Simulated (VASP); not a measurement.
TaN, 2 atoms in the cell. The structure is trigonal, space group R-3m (No. 166). Conventional cell: a = 3.404 Å, b = 3.404 Å, c = 6.951 Å, α = 90.00°, β = 90.00°, γ = 120.00°. Within 3.1 Å of Ta (site symmetry -3m) lie 6 N at 2.28 Å and 6 Ta at 3.04 Å. Within 3.1 Å of N (site symmetry -3m) lie 6 Ta at 2.28 Å and 6 N at 3.04 Å. 

* Program: VASP 6.6.1
* Task: single point
* Functional: PBE
* Potentials or basis: VASP PAW PBE potentials, release 64 (Ta_pv, N)
* Cutoff: 520 eV
* k mesh: 20 × 20 × 20
* Occupations: gaussian, width 0.15 eV
* Spin: no spin polarisation
* Dipole correction: no
* Further INCAR settings: ALGO = Normal; EDIFF = 1e-07; NBANDS = 15

Potentials or basis: VASP PAW PBE potentials, release 64 (Ta_pv, N).

Launch:

```sh
$ cat potpaw_PBE.64/Ta_pv/POTCAR potpaw_PBE.64/N/POTCAR > POTCAR
$ mpirun -np 1 vasp_std > vasp.out
```

Hardware: 1 thread of Intel Xeon 8259CL, on a shared host.

How long does it take, and how much memory?

It took 2.4 min on 1 thread of Intel Xeon 8259CL, on a shared host, peak memory 0.38 GiB. Counts: scf iterations 13, k points 781.
